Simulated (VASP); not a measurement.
A run of VASP 6.6.1 is set up as follows.

The input INCAR:

```
  ALGO = Normal
  EDIFF = 1E-8
  ENCUT = 520
  ISIF = 2
  ISMEAR = -1
  LASPH = T
  LCHARG = F
  LEFG = T
  LREAL = F
  LWAVE = F
  NBANDS = 45
  NELM = 100
  PREC = Accurate
  SIGMA = 0.02
```

KPOINTS

```
k-points
0
Gamma
  4 4 9
```

The input POSCAR:

```
Si3N4
1.0
    7.6170000000      0.0000000000      0.0000000000
   -3.8085000000      6.5965155006      0.0000000000
    0.0000000000      0.0000000000      2.9134000000
Si N
6 8
Direct
    0.1740483666      0.7679428916      0.2500000000
    0.4061054750      0.1740483666      0.7500000000
    0.2320571084      0.4061054750      0.2500000000
    0.8259516334      0.2320571084      0.7500000000
    0.5938945250      0.8259516334      0.2500000000
    0.7679428916      0.5938945250      0.7500000000
    0.3333333333      0.6666666667      0.2500000000
    0.6666666667      0.3333333333      0.7500000000
    0.3297879503      0.0300001295      0.2500000000
    0.2997878208      0.3297879503      0.7500000000
    0.9699998705      0.2997878208      0.2500000000
    0.6702120497      0.9699998705      0.7500000000
    0.7002121792      0.6702120497      0.2500000000
    0.0300001295      0.7002121792      0.7500000000
```

Potentials or basis: VASP PAW LDA potentials, release 64 (Si, N).

Launch:

```bash
$ cat potpaw_LDA.64/Si/POTCAR potpaw_LDA.64/N/POTCAR > POTCAR
$ mpirun -np 1 vasp_std > vasp.out
```

Q: Predict the largest force.

A: 0.031 eV/Å.

Q: Predict the pressure.

A: -4.4 GPa.

Q: What does it give for the band gap on the k mesh?

A: 4.13 eV (least direct gap 4.31 eV).

Electric field gradients, principal values (V/Å²):
| atom | least | middle | greatest (by size) |
| --- | --- | --- | --- |
| 1 Si | -3.832 | -5.841 | 9.673 |
| 2 Si | -3.832 | -5.841 | 9.673 |
| 3 Si | -3.832 | -5.841 | 9.673 |
| 4 Si | -3.832 | -5.841 | 9.673 |
| 5 Si | -3.832 | -5.841 | 9.673 |
| 6 Si | -3.832 | -5.841 | 9.673 |
| 7 N | 22.154 | 22.155 | -44.309 |
| 8 N | 22.154 | 22.155 | -44.309 |
| 9 N | 20.095 | 24.953 | -45.048 |
| 10 N | 20.094 | 24.953 | -45.047 |
| 11 N | 20.095 | 24.953 | -45.048 |
| 12 N | 20.095 | 24.953 | -45.048 |
| 13 N | 20.094 | 24.953 | -45.047 |
| 14 N | 20.095 | 24.953 | -45.048 |

Caveat: the cell stands under tension; without QUAD_EFG the Cq values of the log hold for a quadrupole moment of 1 mb, not for the nuclei. A k mesh can miss the band edges.
